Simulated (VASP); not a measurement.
# Pd (Fm-3m) in VASP: notebook

Pd is run at these levels: PBE; tasks: single point.

Everything below comes from runs of VASP 6.6.1. Logs are shortened: lines on timing, memory, paths and dates and some standing lists are left out, and cuts for length are marked.

**1. The cell of the first run**

Symmetry: Fm-3m, No. 225, cubic system. Conventional cell: a = 3.888 Å, b = 3.888 Å, c = 3.888 Å, α = 90.00°, β = 90.00°, γ = 90.00°. Within 3.6 Å of Pd (site symmetry m-3m) lie 12 Pd at 2.75 Å.

**2. Single point, PBE (14.70 Å³/atom)**

File INCAR:

```
PREC     = Accurate       # precision mode
ENCUT    = 520            # plane-wave cutoff, eV
EDIFF    = 1E-6           # SCF threshold, eV
ISMEAR   = 0              # smearing method
SIGMA    = 0.05           # smearing width, eV
LREAL    = False          # projectors in reciprocal space
LASPH    = True           # aspherical terms in the spheres
NELM     = 100            # most SCF steps
ALGO     = Normal         # electronic algorithm
ISIF     = 2              # what is computed and relaxed
LWAVE    = False          # write WAVECAR
LCHARG   = False          # write CHGCAR
GGA      = PE             # functional
NBANDS   = 11             # bands
```

File KPOINTS:

```
regular mesh
0
Gamma
  20 20 20
```

File POSCAR:

```
Pd
1.0
    0.0000000000      1.9441340918      1.9441340918
    1.9441340918      0.0000000000      1.9441340918
    1.9441340918      1.9441340918      0.0000000000
Pd
1
Direct
    0.0000000000      0.0000000000      0.0000000000
```

Potentials or basis: VASP PAW PBE potentials, release 64 (Pd).

Launch:

```
cat potpaw_PBE.64/Pd/POTCAR > POTCAR
mpirun -np 1 vasp_std > vasp.out
```

OUTCAR:

```text
PREC = Accurate
   ENCUT = 520
   EDIFF = 1E-6
   ISMEAR = 0
   LREAL = False
   LASPH = True
   NELM = 100
   ISIF = 2
   GGA = PE

 ion  position               nearest neighbor table
   1  0.000  0.000  0.000-

  LATTYP: Found a face centered cubic cell.
 ALAT       =     3.8882681836

  Lattice vectors:

 A1 = (   0.0000000000,   1.9441340918,   1.9441340918)
 A2 = (   1.9441340918,   0.0000000000,   1.9441340918)
 A3 = (   1.9441340918,   1.9441340918,   0.0000000000)

Analysis of symmetry for initial positions (statically):
=====================================================================
 Subroutine PRICEL returns:
 Original cell was already a primitive cell.

 Routine SETGRP: Setting up the symmetry group for a
 face centered cubic supercell.

 Subroutine GETGRP returns: Found 48 space group operations
 (whereof 48 operations were pure point group operations)
 out of a pool of 48 trial point group operations.

The static configuration has the point symmetry O_h .

Analysis of symmetry for dynamics (positions and initial velocities):
=====================================================================
 Subroutine PRICEL returns:
 Original cell was already a primitive cell.

 Routine SETGRP: Setting up the symmetry group for a
 face centered cubic supercell.

 Subroutine GETGRP returns: Found 48 space group operations
 (whereof 48 operations were pure point group operations)
 out of a pool of 48 trial point group operations.

The dynamic configuration has the point symmetry O_h .

 Subroutine INISYM returns: Found 48 space group operations
 (whereof 48 operations are pure point group operations),
 and found     1 'primitive' translations

----------------------------------------------------------------------------------------

                                     Primitive cell

  volume of cell :      14.6963

  direct lattice vectors                    reciprocal lattice vectors
     0.000000000  1.944134092  1.944134092    -0.257183906  0.257183906  0.257183906
     1.944134092  0.000000000  1.944134092     0.257183906 -0.257183906  0.257183906
     1.944134092  1.944134092  0.000000000     0.257183906  0.257183906 -0.257183906

  length of vectors
     2.749420800  2.749420800  2.749420800     0.445455593  0.445455593  0.445455593

[... 81 lines left out ...]
   NSW    =      0    number of steps for IOM
   IBRION =     -1    ionic relax: 0-MD 1-quasi-New 2-CG
   NFREE  =      0    steps in history (QN), initial steepest desc. (CG)
   ISIF   =      2    stress and relaxation
   ISYM   =      2    0-nonsym 1-usesym 2-fastsym
   POTIM  = 0.5000    time-step for ionic-motion
   TEBEG  =    0.0;   TEEND  =   0.0 temperature during run
   PSTRESS=    0.0 pullay stress
   NELECT =      10.0000    total number of electrons
   NUPDOWN=      -1.0000    fix difference up-down
   EMIN   =  10.00;   EMAX   =-10.00  energy-range for DOS
   EFERMI =   0.00;   METHOD = LEGACY
   ISMEAR =     0;   SIGMA  =   0.05  broadening in eV -4-tet -1-fermi 0-gaus
   EFERMI_NEDOS =   21; number of points for ismear=-14 and -15
   IALGO  =     38    algorithm
   IMIX   =      4    mixing-type and parameters
     AMIX     =   0.40;   BMIX     =  1.00
     AMIX_MAG =   1.60;   BMIX_MAG =  1.00
  volume/ion in A,a.u.               =      14.70        99.18
  Fermi-wavevector in a.u.,A,eV,Ry     =   1.439921  2.721056 28.209939  2.073372
  Thomas-Fermi vector in A             =   2.558723
   LORBIT       =      0    0 simple, 1 ext, 2 COOP (PROOUT), +10 PAW based schemes
   GGA     = PE    functional components
   LHFCALC =     F    Hartree Fock is set to
   AEXX    =    0.0000 exact exchange contribution
   IVDW    =     0    specifies the selected vdW correction
   LEPSILON=     F    determine dielectric tensor
   LRPA    =     F    only Hartree local field effects (RPA)
 non-spin polarized calculation
 Gauss-broadening in eV      SIGMA  =   0.05
  energy-cutoff  :      520.00
  volume of cell :       14.70
 maximum number of plane-waves:       415
   NGX = 11   NGY = 11   NGZ = 11

 number of electron      10.0000000 magnetization

 Free energy of the ion-electron system (eV)
  ---------------------------------------------------
  ext. energy  EPLUGINS =         0.00000000
  ---------------------------------------------------
  free energy    TOTEN  =        -5.20297394 eV

  energy without entropy =       -5.19983477  energy(sigma->0) =       -5.20140435

 E-fermi :   9.8161     XC(G=0): -13.2097

 val. band max:        9.8125661891   @ k =   0.5000   0.0500   0.0000
 cond. band min:       9.8173530659   @ k =  -0.2000   0.1500   0.0000
 fundamental gap:      0.0047868769
 Fermi energy:         9.8161128158

 k-point     1 :       0.0000    0.0000    0.0000
  band No.  band energies     occupation
      1       2.6768      2.00000
      2       6.9793      2.00000
      3       6.9793      2.00000
      4       6.9793      2.00000
      5       8.6004      2.00000
      6       8.6004      2.00000
      7      27.0385      0.00000
      8      31.8394      0.00000
      9      31.8394      0.00000
     10      31.8394      0.00000
     11      36.0285      0.00000
[... 309 lines left out ...]
 k-point    24 :      -0.3500    0.0500    0.0000
  band No.  band energies     occupation
      1       4.6765      2.00000
      2       7.0436      2.00000
      3       7.1093      2.00000
      4       8.4142      2.00000
      5       9.2400      2.00000
      6       9.9410      0.00041
      7      20.1880      0.00000
      8      27.0552      0.00000
      9      31.0066      0.00000
     10      32.7081      0.00000
     11      36.0716      0.00000

 [... further k-points ...]

------------------------ aborting loop because EDIFF is reached ----------------------------------------

  FORCE on cell =-STRESS in cart. coord.  units (eV):
  Direction    XX          YY          ZZ          XY          YZ          ZX
  --------------------------------------------------------------------------------------
  -------------------------------------------------------------------------------------
  Total        0.6717595      0.6717595      0.6717595     -0.0000000      0.0000000      0.0000000
  in kB       73.2345013     73.2345013     73.2345013     -0.0000000      0.0000000      0.0000000
  external PRESSURE =      73.2345013 kB  Pullay stress =       0.0000000 kB

 VOLUME and BASIS-vectors are now :
 -----------------------------------------------------------------------------
  energy-cutoff  :      520.00
  volume of cell :       14.70
      direct lattice vectors                 reciprocal lattice vectors
     0.000000000  1.944134092  1.944134092    -0.257183906  0.257183906  0.257183906
     1.944134092  0.000000000  1.944134092     0.257183906 -0.257183906  0.257183906
     1.944134092  1.944134092  0.000000000     0.257183906  0.257183906 -0.257183906

 POSITION                                       TOTAL-FORCE (eV/Angst)
 -----------------------------------------------------------------------------------
      0.00000      0.00000      0.00000         0.000000      0.000000      0.000000
 -----------------------------------------------------------------------------------
    total drift:                                0.000000     -0.000000      0.000000

  FREE ENERGIE OF THE ION-ELECTRON SYSTEM (eV)
  ---------------------------------------------------
  free  energy   TOTEN  =        -5.2029739376 eV

  energy  without entropy=       -5.1998347690  energy(sigma->0) =       -5.20140435
```

OSZICAR:

```text
N       E                     dE             d eps       ncg     rms          rms(c)
DAV:   1     0.427959997484E+02    0.42796E+02   -0.51264E+03  5656   0.852E+02
DAV:   2    -0.492156921102E+01   -0.47718E+02   -0.46055E+02  6376   0.183E+02
DAV:   3    -0.548633293789E+01   -0.56476E+00   -0.56250E+00  6746   0.213E+01
DAV:   4    -0.548889863891E+01   -0.25657E-02   -0.25654E-02  6899   0.152E+00
DAV:   5    -0.548892718264E+01   -0.28544E-04   -0.28543E-04  7346   0.141E-01    0.783E+00
DAV:   6    -0.521729614572E+01    0.27163E+00   -0.10822E+00  6934   0.852E+00    0.384E+00
DAV:   7    -0.520675546331E+01    0.10541E-01   -0.26995E-02  7433   0.108E+00    0.197E+00
DAV:   8    -0.520300166660E+01    0.37538E-02   -0.15146E-03  7000   0.349E-01    0.987E-02
DAV:   9    -0.520297026161E+01    0.31405E-04   -0.18793E-04  7133   0.116E-01    0.277E-02
DAV:  10    -0.520297485875E+01   -0.45971E-05   -0.11104E-05  7069   0.295E-02    0.947E-03
DAV:  11    -0.520297393759E+01    0.92115E-06   -0.16292E-07  4804   0.425E-03
   1 F= -.52029739E+01 E0= -.52014044E+01  d E =-.313917E-02
```

It took 38 s on 1 thread of Intel Xeon Platinum 8259CL at 2.50GHz (Skylake/Cascade Lake), shared host; peak memory 0.15 GiB.

Results:

| Item | Value |
| --- | --- |
| Free energy | -5.2030 eV |
| Pressure | 7.3 GPa |
| Band gap on the k mesh | zero (bands 5 and 6 overlap by 1.60 eV) |

Levels at points of the mesh, in eV from the Fermi level:
| k point | band 1 | band 2 | band 3 | band 4 | band 5 | band 6 | band 7 | band 8 | band 9 | band 10 |
| --- | --- | --- | --- | --- | --- | --- | --- | --- | --- | --- |
| (0.00, 0.00, 0.00) | -7.14 | -2.84 | -2.84 | -2.84 | -1.22 | -1.22 | 17.22 | 22.02 | 22.02 | 22.02 |
| (0.50, 0.00, 0.00) | -5.30 | -2.88 | -2.88 | -0.01 | -0.01 | 1.04 | 7.37 | 16.58 | 21.17 | 21.17 |
| (0.50, 0.50, 0.00) | -5.40 | -5.11 | -0.04 | 0.31 | 0.31 | 3.38 | 10.84 | 13.26 | 13.26 | 21.66 |

Caveat: the cell stands under pressure.

**3. Single point, PBE**

This run uses another cell than the first one, of 14.75 Å³/atom.

File INCAR:

```
ALGO     = Normal         # electronic algorithm
EDIFF    = 1E-7           # SCF threshold, eV
ENCUT    = 520            # plane-wave cutoff, eV
GGA      = PE             # functional
ISIF     = 2              # what is computed and relaxed
ISMEAR   = 0              # smearing method
LASPH    = True           # aspherical terms in the spheres
LCHARG   = True           # write CHGCAR
LELF     = True           # ELF
LREAL    = False          # projectors in reciprocal space
LVHAR    = True         
LWAVE    = False          # write WAVECAR
NBANDS   = 11             # bands
NELM     = 60             # most SCF steps
PREC     = Accurate       # precision mode
SIGMA    = 0.05           # smearing width, eV
```

File KPOINTS:

```
k-points
0
Gamma
  20 20 20
```

File POSCAR:

```
Pd
1.0
    0.0000000000      1.9465000000      1.9465000000
    1.9465000000      0.0000000000      1.9465000000
    1.9465000000      1.9465000000      0.0000000000
Pd
1
Direct
    0.0000000000      0.0000000000      0.0000000000
```

Potentials or basis: VASP PAW PBE potentials, release 64 (Pd).

Launch:

```
cat potpaw_PBE.64/Pd/POTCAR > POTCAR
mpirun -np 1 vasp_std > vasp.out
```

OUTCAR:

```text
EDIFF = 1E-7
   ENCUT = 520
   GGA = PE
   ISIF = 2
   ISMEAR = 0
   LASPH = True
   LREAL = False
   NELM = 60
   PREC = Accurate

 ion  position               nearest neighbor table
   1  0.000  0.000  0.000-

  LATTYP: Found a face centered cubic cell.
 ALAT       =     3.8930000000

  Lattice vectors:

 A1 = (   0.0000000000,   1.9465000000,   1.9465000000)
 A2 = (   1.9465000000,   0.0000000000,   1.9465000000)
 A3 = (   1.9465000000,   1.9465000000,   0.0000000000)

Analysis of symmetry for initial positions (statically):
=====================================================================
 Subroutine PRICEL returns:
 Original cell was already a primitive cell.

 Routine SETGRP: Setting up the symmetry group for a
 face centered cubic supercell.

 Subroutine GETGRP returns: Found 48 space group operations
 (whereof 48 operations were pure point group operations)
 out of a pool of 48 trial point group operations.

The static configuration has the point symmetry O_h .

Analysis of symmetry for dynamics (positions and initial velocities):
=====================================================================
 Subroutine PRICEL returns:
[... 167 lines left out ...]
      2       6.9342      2.00000
      3       6.9342      2.00000
      4       6.9342      2.00000
      5       8.5457      2.00000
      6       8.5457      2.00000
      7      26.9750      0.00000
      8      31.7550      0.00000
      9      31.7550      0.00000
     10      31.7550      0.00000
     11      35.9794      0.00000
[... 309 lines left out ...]
 k-point    24 :      -0.3500    0.0500    0.0000
  band No.  band energies     occupation
      1       4.6419      2.00000
      2       6.9985      2.00000
      3       7.0637      2.00000
      4       8.3633      2.00000
      5       9.1817      2.00000
      6       9.8802      0.00037
      7      20.0959      0.00000
      8      26.9859      0.00000
      9      30.9026      0.00000
     10      32.6025      0.00000
     11      35.9973      0.00000

 [... further k-points ...]

------------------------ aborting loop because EDIFF is reached ----------------------------------------

  FORCE on cell =-STRESS in cart. coord.  units (eV):
  Direction    XX          YY          ZZ          XY          YZ          ZX
  --------------------------------------------------------------------------------------
  -------------------------------------------------------------------------------------
  Total        0.6045993      0.6045993      0.6045993      0.0000000      0.0000000      0.0000000
  in kB       65.6727176     65.6727176     65.6727176      0.0000000      0.0000000      0.0000000
  external PRESSURE =      65.6727176 kB  Pullay stress =       0.0000000 kB

 VOLUME and BASIS-vectors are now :
 -----------------------------------------------------------------------------
  energy-cutoff  :      520.00
  volume of cell :       14.75
      direct lattice vectors                 reciprocal lattice vectors
     0.000000000  1.946500000  1.946500000    -0.256871307  0.256871307  0.256871307
     1.946500000  0.000000000  1.946500000     0.256871307 -0.256871307  0.256871307
     1.946500000  1.946500000  0.000000000     0.256871307  0.256871307 -0.256871307

 POSITION                                       TOTAL-FORCE (eV/Angst)
 -----------------------------------------------------------------------------------
      0.00000      0.00000      0.00000        -0.000000     -0.000000     -0.000000
 -----------------------------------------------------------------------------------
    total drift:                                0.000000      0.000000     -0.000000

  FREE ENERGIE OF THE ION-ELECTRON SYSTEM (eV)
  ---------------------------------------------------
  free  energy   TOTEN  =        -5.2053315034 eV

  energy  without entropy=       -5.2021581361  energy(sigma->0) =       -5.20374482
```

Run time: 54 s. Hardware: 1 thread of Intel Xeon Platinum 8259CL at 2.50GHz (Skylake/Cascade Lake), shared host; peak memory 0.15 GiB.

What came out:

| Quantity | Value |
| --- | --- |
| Free energy | -5.2053 eV |
| Pressure | 6.6 GPa |
| Band gap on the k mesh | zero (bands 5 and 6 overlap by 1.59 eV) |

Caveat: the cell stands under pressure.

**4. Single point, PBE (15.00 Å³/atom)**

This run uses another cell than the first one, of 15.00 Å³/atom.

File INCAR:

```
SYSTEM = Pd
ALGO     = Fast           ! electronic algorithm
EDIFF    = 1E-6           ! SCF threshold, eV
ENCUT    = 520            ! plane-wave cutoff, eV
GGA      = PE             ! functional
ISIF     = 2              ! what is computed and relaxed
ISMEAR   = 0              ! smearing method
LASPH    = .True.         ! aspherical terms in the spheres
LCHARG   = .True.         ! write CHGCAR
LELF     = .True.         ! ELF
LREAL    = .False.        ! projectors in reciprocal space
LVHAR    = .True.       
LWAVE    = .False.        ! write WAVECAR
NBANDS   = 11             ! bands
NELM     = 80             ! most SCF steps
PREC     = Accurate       ! precision mode
SIGMA    = 0.05           ! smearing width, eV
```

File KPOINTS:

```
k-points
0
Gamma
  20 20 20
  0 0 0
```

File POSCAR:

```
Pd
1.0
    0.0000000000      1.9575423369      1.9575423369
    1.9575423369      0.0000000000      1.9575423369
    1.9575423369      1.9575423369      0.0000000000
Pd
1
Direct
    0.0000000000      0.0000000000      0.0000000000
```

Launch:

```
cat potpaw_PBE.64/Pd/POTCAR > POTCAR
mpirun -np 1 vasp_std > vasp.out
```

Wall time 43 s (1 thread of Intel Xeon Platinum 8259CL at 2.50GHz (Skylake/Cascade Lake), shared host); peak memory 0.17 GiB.

Results (log left out):

```
Free energy            : -5.2132 eV
Pressure               : 3.3 GPa
Band gap on the k mesh : zero (bands 5 and 6 overlap by 1.54 eV)
```

Levels at points of the mesh, in eV from the Fermi level:
```
           k point  band 1  band 2  band 3  band 4  band 5  band 6  band 7  band 8  band 9  band 10
(0.00, 0.00, 0.00)   -6.98   -2.74   -2.74   -2.74   -1.18   -1.18   17.21   21.89   21.89    21.89
(0.50, 0.00, 0.00)   -5.14   -2.79   -2.79   -0.01   -0.01    1.08    7.21   16.57   20.97    20.97
(0.50, 0.50, 0.00)   -5.23   -4.95   -0.04    0.30    0.30    3.38   10.62   13.15   13.15    21.36
```

Caveat: the cell stands under pressure.

**5. The runs side by side**

| cell | gap on the mesh (eV) | pressure (GPa) |
| --- | --- | --- |
| a = 2.749 Å, angles 60.0°, 1 atom | none | 7.3 |
| a = 2.753 Å, angles 60.0°, 1 atom | none | 6.6 |
| a = 2.768 Å, angles 60.0°, 1 atom | none | 3.3 |

Alike in all rows: task single point; level PBE; potentials or basis VASP PAW PBE potentials, release 64 (Pd); no spin polarisation; k mesh 20 × 20 × 20; cutoff (eV) 520; smearing gaussian 0.05 eV.

Caveats: the cell stands under pressure.

Absolute energies hang on the potentials; compare differences alone.
